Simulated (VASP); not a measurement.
Write the native input for VASP 6.6.1 that does the following.

| Property | Result |
| --- | --- |
| Task | single point |
| Functional | PBEsol |
| Potentials or basis | VASP PAW PBE potentials, release 64 (Cu) |
| Cutoff | 520 eV |
| k mesh | 24 × 24 × 24 |
| Occupations | gaussian, width 0.15 eV |
| Spin | no spin polarisation |
| Dipole correction | no |
| Further INCAR settings | ALGO = Normal; EDIFF = 1e-07; NBANDS = 12 |

The structure of Cu lies in POSCAR:

```
Cu
1.0
    0.0000000000      1.7397179051      1.5695734940
    1.7397179051      0.0000000000      1.5695734940
    1.7397179051      1.7397179051      0.0000000000
Cu
1
Direct
    0.0000000000      0.0000000000      0.0000000000
```

This cell differs from its parent crystal: volume 9.501 Å^3 an atom, c/a of the conventional cell 0.9022.

The input as run:

INCAR

```
PREC = Accurate ; ENCUT = 520
EDIFF = 1E-7 ; ISMEAR = 0
SIGMA = 0.15 ; LREAL = False
LASPH = True ; NELM = 100
ALGO = Normal ; ISIF = 2
LWAVE = False ; LCHARG = False
GGA = PS ; NBANDS = 12
```

KPOINTS

```
Automatic mesh
0
Gamma
  24 24 24
```

Potentials or basis: VASP PAW PBE potentials, release 64 (Cu).

Command:

```console
$ cat potpaw_PBE.64/Cu/POTCAR > POTCAR
$ mpirun -np 1 vasp_std > vasp.out
```

It gave:

- Pressure: 46.4 GPa

Caveat: the PAW data sets were made with another functional, which shifts forces and pressure a little.

It took 46 s on 1 thread of Intel(R) Xeon(R) 6975P-C (Granite Rapids), on a shared host, peak memory 0.22 GiB.
